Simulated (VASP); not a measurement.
# Yb (Fm-3m) in VASP: further runs

Yb is run at these levels: PBE; tasks: relaxation of cell and atoms, single point.

Program: VASP 6.6.1. These are calculated values, not measurements. Logs are shortened: lines on timing, memory, paths and dates and some standing lists are left out, and cuts for length are marked.

**1. The cell of the first run**

It takes space group Fm-3m (No. 225, cubic). Conventional cell: a = 5.224 Å, b = 5.224 Å, c = 5.224 Å, α = 90.00°, β = 90.00°, γ = 90.00°. Yb (site symmetry m-3m) has 12 Yb at 3.69 Å within 4.9 Å.

**2. Relaxation of cell and atoms, PBE**

INCAR

```
PREC     = Accurate       # precision mode
ENCUT    = 600            # plane-wave cutoff, eV
EDIFF    = 1E-6           # SCF threshold, eV
ISMEAR   = 0              # smearing method
SIGMA    = 0.1            # smearing width, eV
LREAL    = False          # projectors in reciprocal space
LASPH    = True           # aspherical terms in the spheres
NELM     = 60             # most SCF steps
ALGO     = Normal         # electronic algorithm
ISIF     = 3              # what is computed and relaxed
LWAVE    = False          # write WAVECAR
LCHARG   = False          # write CHGCAR
GGA      = PE             # functional
IBRION   = 2              # ionic algorithm
NSW      = 100            # ionic steps
EDIFFG   = -0.005         # ionic threshold
```

KPOINTS

```
Automatic mesh
0
Gamma
  14 14 14
```

POSCAR

```
Yb
1.0
    0.0000000000      2.6117895415      2.6117895415
    2.6117895415      0.0000000000      2.6117895415
    2.6117895415      2.6117895415      0.0000000000
Yb
1
Direct
    0.0000000000      0.0000000000      0.0000000000
```

Potentials or basis: VASP PAW PBE potentials, release 64 (Yb).

Started as:

```console
$ cat potpaw_PBE.64/Yb/POTCAR > POTCAR
$ mpirun -np 1 vasp_std > vasp.out
```

OUTCAR:

```text
PREC = Accurate
   ENCUT = 600
   EDIFF = 1E-6
   ISMEAR = 0
   LREAL = False
   LASPH = True
   NELM = 60
   ISIF = 3
   GGA = PE
   IBRION = 2
   NSW = 100
   EDIFFG = -0.005

 ion  position               nearest neighbor table
   1  0.000  0.000  0.000-

  LATTYP: Found a face centered cubic cell.
 ALAT       =     5.2235790830

  Lattice vectors:

 A1 = (   0.0000000000,   2.6117895415,   2.6117895415)
 A2 = (   2.6117895415,   0.0000000000,   2.6117895415)
 A3 = (   2.6117895415,   2.6117895415,   0.0000000000)

Analysis of symmetry for initial positions (statically):
=====================================================================
 Subroutine PRICEL returns:
 Original cell was already a primitive cell.

 Routine SETGRP: Setting up the symmetry group for a
 face centered cubic supercell.

 Subroutine GETGRP returns: Found 48 space group operations
 (whereof 48 operations were pure point group operations)
 out of a pool of 48 trial point group operations.

The static configuration has the point symmetry O_h .

Analysis of symmetry for dynamics (positions and initial velocities):
=====================================================================
 Subroutine PRICEL returns:
 Original cell was already a primitive cell.

 Routine SETGRP: Setting up the symmetry group for a
 face centered cubic supercell.

 Subroutine GETGRP returns: Found 48 space group operations
 (whereof 48 operations were pure point group operations)
 out of a pool of 48 trial point group operations.

The dynamic configuration has the point symmetry O_h .

 Subroutine INISYM returns: Found 48 space group operations
 (whereof 48 operations are pure point group operations),
 and found     1 'primitive' translations

----------------------------------------------------------------------------------------

                                     Primitive cell

  volume of cell :      35.6324

  direct lattice vectors                    reciprocal lattice vectors
     0.000000000  2.611789541  2.611789541    -0.191439621  0.191439621  0.191439621
     2.611789541  0.000000000  2.611789541     0.191439621 -0.191439621  0.191439621
     2.611789541  2.611789541  0.000000000     0.191439621  0.191439621 -0.191439621

  length of vectors
     3.693628192  3.693628192  3.693628192     0.331583150  0.331583150  0.331583150

  position of ions in fractional coordinates (direct lattice)
     0.000000000  0.000000000  0.000000000

  ion indices of the primitive-cell ions
   primitive index   ion index
                 1           1

----------------------------------------------------------------------------------------

 KPOINTS: Automatic mesh

Automatic generation of k-mesh.
 Grid dimensions read from file:
 generate k-points for:   14   14   14

 Generating k-lattice:

  Cartesian coordinates                     Fractional coordinates (reciprocal lattice)
    -0.013674259  0.013674259  0.013674259     0.071428571  0.000000000  0.000000000
     0.013674259 -0.013674259  0.013674259     0.000000000  0.071428571  0.000000000
     0.013674259  0.013674259 -0.013674259     0.000000000  0.000000000  0.071428571

  Length of vectors
     0.023684511  0.023684511  0.023684511

  Shift w.r.t. Gamma in fractional coordinates (k-lattice)
     0.000000000  0.000000000  0.000000000

 Subroutine IBZKPT returns following result:
 ===========================================

 Found    104 irreducible k-points:

 Following reciprocal coordinates:
            Coordinates               Weight
  0.000000  0.000000  0.000000      1.000000
  0.071429  0.000000  0.000000      8.000000
  0.142857  0.000000  0.000000      8.000000
  0.214286  0.000000  0.000000      8.000000
  0.285714  0.000000  0.000000      8.000000
  0.357143  0.000000  0.000000      8.000000
[... 16 lines left out ...]
  0.214286  0.142857  0.000000     24.000000
  0.285714  0.142857  0.000000     24.000000
 [... further k-points ...]
   k-points           NKPTS =    104   k-points in BZ     NKDIM =    104   number of bands    NBANDS=     16
   number of dos      NEDOS =    301   number of ions     NIONS =      1
   total plane-waves  NPLWV =  27000
   dimension x,y,z NGX =    30 NGY =   30 NGZ =   30
   dimension x,y,z NGXF=    60 NGYF=   60 NGZF=   60
   ions per type =               1
   NGX,Y,Z   is equivalent  to a cutoff of  13.50, 13.50, 13.50 a.u.
   NGXF,Y,Z  is equivalent  to a cutoff of  27.01, 27.01, 27.01 a.u.
 SYSTEM =  unknown system
   PREC   = accura    normal or accurate (medium, high low for compatibility)
   ISTART =      0    job   : 0-new  1-cont  2-samecut
   ICHARG =      2    charge: 1-file 2-atom 10-const
   ISPIN  =      1    spin polarized calculation?
   LNONCOLLINEAR =      F non collinear calculations
   LSORBIT =      F    spin-orbit coupling
   LASPH  =      T    aspherical Exc in radial PAW
   ENCUT  =  600.0 eV  44.10 Ry    6.64 a.u.   7.38  7.38  7.38*2*pi/ulx,y,z
   NELM   =     60;   NELMIN=  2; NELMDL= -5     # of ELM steps
   EDIFF  = 0.1E-05   stopping-criterion for ELM
   LREAL  =      F    real-space projection
   EDIFFG = -.5E-02   stopping-criterion for IOM
   NSW    =    100    number of steps for IOM
   IBRION =      2    ionic relax: 0-MD 1-quasi-New 2-CG
   NFREE  =      1    steps in history (QN), initial steepest desc. (CG)
   ISIF   =      3    stress and relaxation
   ISYM   =      2    0-nonsym 1-usesym 2-fastsym
   POTIM  = 0.5000    time-step for ionic-motion
   TEBEG  =    0.0;   TEEND  =   0.0 temperature during run
   PSTRESS=    0.0 pullay stress
   NELECT =      24.0000    total number of electrons
   NUPDOWN=      -1.0000    fix difference up-down
   EMIN   =  10.00;   EMAX   =-10.00  energy-range for DOS
   EFERMI =   0.00;   METHOD = LEGACY
   ISMEAR =     0;   SIGMA  =   0.10  broadening in eV -4-tet -1-fermi 0-gaus
   EFERMI_NEDOS =   21; number of points for ismear=-14 and -15
   IALGO  =     38    algorithm
   IMIX   =      4    mixing-type and parameters
     AMIX     =   0.40;   BMIX     =  1.00
     AMIX_MAG =   1.60;   BMIX_MAG =  1.00
  volume/ion in A,a.u.               =      35.63       240.46
  Fermi-wavevector in a.u.,A,eV,Ry     =   1.435039  2.711831 28.018984  2.059337
  Thomas-Fermi vector in A             =   2.554382
   LORBIT       =      0    0 simple, 1 ext, 2 COOP (PROOUT), +10 PAW based schemes
   GGA     = PE    functional components
   LHFCALC =     F    Hartree Fock is set to
   AEXX    =    0.0000 exact exchange contribution
   IVDW    =     0    specifies the selected vdW correction
   LEPSILON=     F    determine dielectric tensor
   LRPA    =     F    only Hartree local field effects (RPA)
 conjugate gradient relaxation of ions
 non-spin polarized calculation
 Gauss-broadening in eV      SIGMA  =   0.10
  energy-cutoff  :      600.00
  volume of cell :       35.63
 maximum number of plane-waves:      1243
 NGX is ok and might be reduce to    30
   NGX = 15   NGY = 15   NGZ = 15

--------------------------------------- Ionic step        1  -------------------------------------------

 number of electron      23.9999996 magnetization

 Free energy of the ion-electron system (eV)
  ---------------------------------------------------
  ext. energy  EPLUGINS =         0.00000000
  ---------------------------------------------------
  free energy    TOTEN  =        -3.56996234 eV

  energy without entropy =       -3.56513015  energy(sigma->0) =       -3.56754625

------------------------ aborting loop because EDIFF is reached ----------------------------------------

  FORCE on cell =-STRESS in cart. coord.  units (eV):
  Direction    XX          YY          ZZ          XY          YZ          ZX
  --------------------------------------------------------------------------------------
  -------------------------------------------------------------------------------------
  Total        0.0922480      0.0922480      0.0922480     -0.0000000     -0.0000000     -0.0000000
  in kB        4.1478513      4.1478513      4.1478513     -0.0000000     -0.0000000     -0.0000000
  external PRESSURE =       4.1478513 kB  Pullay stress =       0.0000000 kB
[... 86 lines left out ...]
  FREE ENERGIE OF THE ION-ELECTRON SYSTEM (eV)
  ---------------------------------------------------
  free  energy   TOTEN  =        -3.5697348522 eV

  energy  without entropy=       -3.5648922915  energy(sigma->0) =       -3.56731357

[... ionic steps 4 to 33 ...]

--------------------------------------- Ionic step       34  -------------------------------------------

 number of electron      23.9999999 magnetization

------------------------ aborting loop because EDIFF is reached ----------------------------------------

  FORCE on cell =-STRESS in cart. coord.  units (eV):
  Direction    XX          YY          ZZ          XY          YZ          ZX
  --------------------------------------------------------------------------------------
  -------------------------------------------------------------------------------------
  Total       -0.1159536     -0.1159536     -0.1159536      0.0000000      0.0000000      0.0000000
  in kB       -5.1467621     -5.1467621     -5.1467621      0.0000000      0.0000000      0.0000000
  external PRESSURE =      -5.1467621 kB  Pullay stress =       0.0000000 kB
[... 55 lines left out ...]
  energy  without entropy=       -3.5642186058  energy(sigma->0) =       -3.56665740

--------------------------------------- Ionic step       36  -------------------------------------------

 number of electron      23.9999998 magnetization

 Free energy of the ion-electron system (eV)
  ---------------------------------------------------
  ext. energy  EPLUGINS =         0.00000000
  ---------------------------------------------------
  free energy    TOTEN  =        -3.56923278 eV

  energy without entropy =       -3.56435985  energy(sigma->0) =       -3.56679632

 E-fermi :   1.6042     XC(G=0):  -9.4308

 val. band max:        1.5953909353   @ k =  -0.2857   0.4286   0.2143
 cond. band min:       1.6081874747   @ k =  -0.4286   0.2857   0.0000
 fundamental gap:      0.0127965394
 Fermi energy:         1.6041881410

 k-point     1 :       0.0000    0.0000    0.0000
  band No.  band energies     occupation
      1     -50.1358      2.00000
      2     -22.3274      2.00000
      3     -22.3274      2.00000
      4     -22.3274      2.00000
      5      -3.5845      2.00000
      6       1.1246      2.00000
[... 8 lines left out ...]
     15       4.4396      0.00000
     16       6.5608      0.00000
[... 420 lines left out ...]
  band No.  band energies     occupation
      1     -50.1260      2.00000
      2     -22.4969      2.00000
      3     -22.3737      2.00000
      4     -22.3701      2.00000
      5      -1.9850      2.00000
      6       1.1464      2.00000
[... 8 lines left out ...]
     15       5.0140      0.00000
     16       5.8067      0.00000

 [... further k-points ...]
[... 5 lines left out ...]
  --------------------------------------------------------------------------------------
  -------------------------------------------------------------------------------------
  Total        0.0020985      0.0020985      0.0020985      0.0000000      0.0000000      0.0000000
  in kB        0.0933488      0.0933488      0.0933488      0.0000000      0.0000000      0.0000000
  external PRESSURE =       0.0933488 kB  Pullay stress =       0.0000000 kB
[... 16 lines left out ...]
  FREE ENERGIE OF THE ION-ELECTRON SYSTEM (eV)
  ---------------------------------------------------
  free  energy   TOTEN  =        -3.5692327774 eV

  energy  without entropy=       -3.5643598536  energy(sigma->0) =       -3.56679632

 reached required accuracy - stopping structural energy minimisation
```

Wall time 24 min (1 thread of Intel Xeon Platinum 8488C (Sapphire Rapids), shared host); peak memory 0.27 GiB.

Results:

| Quantity | Value |
| --- | --- |
| Free energy | -3.5692 eV |
| Relaxed volume | 36.02 Å³/atom |
| Relaxed cell | a = 3.707 Å, b = 3.707 Å, c = 3.707 Å, α = 60.00°, β = 60.00°, γ = 60.00° |
| Space group after relaxing (to 0.1 Å) | Fm-3m (No. 225) |
| Ionic steps | 36 |
| Pressure after relaxing | 0.0 GPa |

The path:
| step | energy change (eV) | largest force (eV/Å) | pressure (GPa) | volume (Å³) |
| --- | --- | --- | --- | --- |
| 1 | 0.0000 | 0.0000 | 0.41 | 35.63 |
| 2 | 0.0010 | 0.0000 | -1.22 | 36.11 |
| 3 | 0.0002 | 0.0000 | -0.31 | 35.78 |
| 4 | 0.0001 | 0.0000 | -6.45 | 35.72 |
| 5 | 0.0000 | 0.0000 | 0.36 | 35.64 |
| 6 | 0.0000 | 0.0000 | -0.12 | 35.67 |
| 7 | 0.0000 | 0.0000 | -0.40 | 35.66 |
| 8 | 0.0000 | 0.0000 | -0.30 | 35.65 |
| 9 | 0.0000 | 0.0000 | -0.44 | 35.64 |
| 10 | 0.0000 | 0.0000 | 0.10 | 35.64 |
| 11 | 0.0000 | 0.0000 | -0.24 | 35.64 |
| 12 | 0.0000 | 0.0000 | -0.40 | 35.64 |
| 13 | -0.0002 | 0.0000 | 0.20 | 35.28 |
| 14 | -0.0002 | 0.0000 | 0.50 | 35.39 |
| 15 | -0.0001 | 0.0000 | 0.75 | 35.53 |
| 16 | 0.0000 | 0.0000 | -1.08 | 35.60 |
| 17 | -0.0001 | 0.0000 | -0.56 | 35.56 |
| 18 | -0.0001 | 0.0000 | -0.25 | 35.55 |
| 19 | -0.0001 | 0.0000 | -0.44 | 35.54 |
| 20 | -0.0001 | 0.0000 | -0.34 | 35.53 |
| 21 | -0.0001 | 0.0000 | 0.05 | 35.53 |
| 22 | -0.0001 | 0.0000 | 0.96 | 35.57 |
| 23 | 0.0001 | 0.0000 | 0.37 | 35.69 |
| 24 | 0.0005 | 0.0000 | 1.98 | 35.92 |
| 25 | 0.0019 | 0.0000 | -2.32 | 36.39 |
| 26 | 0.0010 | 0.0000 | -0.69 | 36.13 |
| 27 | 0.0009 | 0.0000 | 0.04 | 36.08 |
| 28 | 0.0009 | 0.0000 | 0.93 | 36.09 |
| 29 | 0.0010 | 0.0000 | 0.99 | 36.11 |
| 30 | 0.0010 | 0.0000 | 0.03 | 36.12 |
| 31 | 0.0010 | 0.0000 | -0.46 | 36.12 |
| 32 | 0.0010 | 0.0000 | -0.30 | 36.12 |
| 33 | 0.0010 | 0.0000 | -0.69 | 36.11 |
| 34 | 0.0009 | 0.0000 | -0.51 | 36.10 |
| 35 | 0.0009 | 0.0000 | -0.39 | 36.07 |
| 36 | 0.0007 | 0.0000 | 0.01 | 36.02 |

Final structure:
```
Yb
1.0
     0.00000    2.62116    2.62116
     2.62116    0.00000    2.62116
     2.62116    2.62116    0.00000
Yb
1
Direct
  0.00000 0.00000 0.00000
```

Caveat: spin-orbit coupling is left out, which moves the levels of the heavy elements.

**3. Single point, PBE**

INCAR

```
ALGO = Fast
EDIFF = 1E-7
ENCUT = 520
GGA = PE
ISIF = 2
ISMEAR = 0
ISYM = 0
LASPH = T
LCHARG = F
LREAL = F
LWAVE = F
NBANDS = 18
NELM = 60
PREC = Accurate
SIGMA = 0.1
```

KPOINTS

```
k-points
0
Gamma
  9 9 13
```

POSCAR

```
Yb
1.0
    3.6936281917      0.0000000000      0.0000000000
    0.0000000000      3.6936281917      0.0000000000
    1.8468140958      1.8468140958      2.6117895415
Yb
1
Direct
    0.0000000000      0.0000000000      0.0000000000
```

Potentials or basis: VASP PAW PBE potentials, release 64 (Yb).

Started as:

```console
$ cat potpaw_PBE.64/Yb/POTCAR > POTCAR
$ mpirun -np 1 vasp_std > vasp.out
```

Wall time 16 min (1 thread of Intel Xeon Platinum 8488C (Sapphire Rapids), shared host); peak memory 0.48 GiB.

The run converged. Its results:

```
Free energy            : -3.5687 eV
Pressure               : -0.5 GPa
Band gap on the k mesh : zero (bands 12 and 13 overlap by 0.02 eV)
```

Levels at points of the mesh, in eV from the Fermi level:
| k point | band 10 | band 11 | band 12 | band 13 | band 14 | band 15 |
| --- | --- | --- | --- | --- | --- | --- |
| (0.00, 0.00, 0.00) | -0.29 | -0.29 | -0.29 | 2.85 | 2.85 | 2.85 |

Caveat: spin-orbit coupling is left out, which moves the levels of the heavy elements. Spin polarisation is off, so any magnetic state and its effect on volume and gap are missing.
